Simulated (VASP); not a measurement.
Wanted: the native input for a VASP 6.6.1 run.

```
Task                   : single point
Functional             : PBEsol
Dispersion             : D3(BJ)
Potentials or basis    : VASP PAW PBE potentials, release 64 (Al)
Cutoff                 : 520 eV
k mesh                 : 11 × 12 × 12
Occupations            : fermi-dirac, width 0.05 eV
Spin                   : no spin polarisation
Dipole correction      : no
Further INCAR settings : ALGO = Fast; EDIFF = 1e-06; NBANDS = 8
```

The structure of Al lies in POSCAR:

```
Al
1.0
   -1.3891544682      1.9534339149      1.3763817845
    1.4140596723     -1.9640272730      1.4320162125
    1.3981359650      1.9861610264     -1.4080623042
Al
1
Direct
    0.0000000000      0.0000000000      0.0000000000
```

The input as run:

INCAR

```
ALGO     = Fast           # electronic algorithm
EDIFF    = 1E-6           # SCF threshold, eV
ENCUT    = 520            # plane-wave cutoff, eV
GGA      = PS             # functional
ISIF     = 2              # what is computed and relaxed
ISMEAR   = -1             # smearing method
IVDW     = 12             # dispersion correction
LASPH    = T              # aspherical terms in the spheres
LCHARG   = F              # write CHGCAR
LREAL    = F              # projectors in reciprocal space
LWAVE    = F              # write WAVECAR
NBANDS   = 8              # bands
NELM     = 100            # most SCF steps
PREC     = Accurate       # precision mode
SIGMA    = 0.05           # smearing width, eV
```

KPOINTS

```
k-points
0
Gamma
  11 12 12
```

Potentials or basis: VASP PAW PBE potentials, release 64 (Al).

Launch:

```console
$ cat potpaw_PBE.64/Al/POTCAR > POTCAR
$ mpirun -np 1 vasp_std > vasp.out
```

Results of the run:

```json
{
 "Pressure": "0.1 GPa",
 "Band gap on the k mesh": "zero (an odd number of electrons rules out a gap without spin polarisation)",
 "Dispersion energy per atom": "-0.337 eV"
}
```

Caveat: the PAW data sets were made with another functional, which shifts forces and pressure a little.

Wall time 74 s on 1 thread of Intel Xeon 8259CL (shared host), peak memory 0.21 GiB.
